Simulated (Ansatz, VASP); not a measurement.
## One calculation of CdS, two programs

```xyz
4
Lattice="4.1245 0.0000 0.0000 -2.0623 3.5720 0.0000 0.0000 0.0000 6.7092" Properties=species:S:1:pos:R:3 pbc="T T T"
Cd    0.0000    2.3813   -0.3712
Cd    2.0623    1.1907    2.9834
S     0.0000    2.3813    2.9006
S     2.0623    1.1907    6.2552
```

Change from the starting cell: polar distortion scaled by 0.10.

Alike in both runs: task single point; functional PBEsol; k mesh 9 × 9 × 4; no spin polarisation.

```csv
,VASP,Ansatz
version,VASP 6.6.1,Ansatz 0.2.0
potentials or method,"VASP PAW PBE potentials, release 64 (Cd, S), cutoff 520 eV","scalar-relativistic, plane waves, PAW"
occupations,"gaussian, width 0.01 eV",fixed
valence electrons in the cell,36,52
```

|  | VASP | Ansatz | Ansatz less VASP |
| --- | --- | --- | --- |
| gap on the k mesh at the Fermi level (eV) | 1.36 | 1.35 | -0.011 |
| least direct gap on the mesh (eV) | 1.36 | 1.35 | -0.011 |
| pressure (GPa) | 4.4 | 3.9 | -0.50 |
| traceless stress, the component that is largest in VASP (GPa) | -7.18 | -6.76 | +0.419 |
| rms of the force components (eV/Å) | 0.107 | 0.103 | -0.0036 |

VASP's potentials were made for PBE, not for PBEsol, and Ansatz warns of the same on its side. Atom by atom the forces differ by 0.004 eV/Å (rms over components). VASP's potentials hold 36 valence electrons a cell and Ansatz's 52, so a difference there can come from the potentials and not from the codes.
